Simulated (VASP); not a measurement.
Rh: single point with BLYP

The system is Rh.

```
CELL_PARAMETERS angstrom
2.76200 0.00000 0.00000
-1.38100 2.39196 0.00000
0.00000 0.00000 9.00714
ATOMIC_POSITIONS crystal
Rh 0.00000 0.00000 0.00000
Rh 0.00000 0.00000 0.50000
Rh 0.33333 0.66667 0.25000
Rh 0.66667 0.33333 0.75000
```

```
Program                : VASP 6.6.1
Task                   : single point
Functional             : BLYP
Potentials or basis    : VASP PAW PBE potentials, release 64 (Rh_pv)
Cutoff                 : 520 eV
k mesh                 : 15 × 15 × 4
Occupations            : fermi-dirac, width 0.1 eV
Spin                   : no spin polarisation
Dipole correction      : no
Further INCAR settings : ALGO = Normal; EDIFF = 1e-06; NBANDS = 38
```

```
Pressure               : 0.5 GPa
Band gap on the k mesh : zero (band 30 reaches 11.70 eV, above the bottom of band 31 at 10.01 eV)
```

Levels at points of the mesh, in eV from the Fermi level:
```
           k point  band 27  band 28  band 29  band 30  band 31  band 32  band 33  band 34
(0.00, 0.00, 0.00)    -2.32    -1.29    -1.29    -0.76    -0.76    -0.33    -0.33     0.37
(0.00, 0.00, 0.50)    -1.02    -1.02    -1.02    -1.02    -0.74    -0.74     0.06     0.06
```

Wall time 100 s on 1 thread of Intel(R) Xeon(R) Platinum 8488C (Sapphire Rapids), on a shared host, peak memory 0.27 GiB.

Caveat: the PAW data sets were made with another functional, which shifts forces and pressure a little.
